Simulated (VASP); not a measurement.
Wanted: the native input for a VASP 6.6.1 run.

* Task: single point
* Functional: PBE
* Potentials or basis: VASP PAW PBE potentials, release 64 (Hf_pv, O)
* Cutoff: 600 eV
* k mesh: 3 × 3 × 3
* Occupations: fermi-dirac, width 0.05 eV
* Spin: no spin polarisation
* Dipole correction: no
* Further INCAR settings: ALGO = Normal; EDIFF = 1e-06; NBANDS = 18

The structure of HfO2 lies in POSCAR:

```
HfO2
1.0
    0.0000000000      2.4750000000      2.4750000000
    2.4750000000      0.0000000000      2.4750000000
    2.4750000000      2.4750000000      0.0000000000
Hf O
1 2
Direct
    0.0000000000      0.0000000000      0.0000000000
    0.2216091942      0.2216091942      0.2216091942
    0.7500000000      0.7500000000      0.7500000000
```

The input as run:

INCAR

```
PREC = Accurate ; ENCUT = 600
EDIFF = 1E-6 ; ISMEAR = -1
SIGMA = 0.05 ; LREAL = False
LASPH = True ; NELM = 120
ALGO = Normal ; ISIF = 2
LWAVE = False ; LCHARG = True
GGA = PE ; LELF = True
LVHAR = True ; NBANDS = 18
GGA_COMPAT = False
```

KPOINTS

```
regular mesh
0
Gamma
  3 3 3
```

Potentials or basis: VASP PAW PBE potentials, release 64 (Hf_pv, O).

Run with:

```bash
$ cat potpaw_PBE.64/Hf_pv/POTCAR potpaw_PBE.64/O/POTCAR > POTCAR
$ mpirun -np 1 vasp_std > vasp.out
```

It gave:

* Pressure: 29.6 GPa
* Largest force: 5.124 eV/Å
* Band gap on the k mesh: 4.72 eV, direct

Caveat: the k points lie up to 0.73 Å⁻¹ apart; spin-orbit coupling is left out, which moves the levels of the heavy elements; forces of over 1 eV/Å act on the atoms, so gaps and moduli don't describe the material at rest.

It took 13 s on 1 thread of Intel(R) Xeon(R) Platinum 8259CL CPU @ 2.50GHz (Skylake/Cascade Lake), on a shared host, peak memory 0.15 GiB.
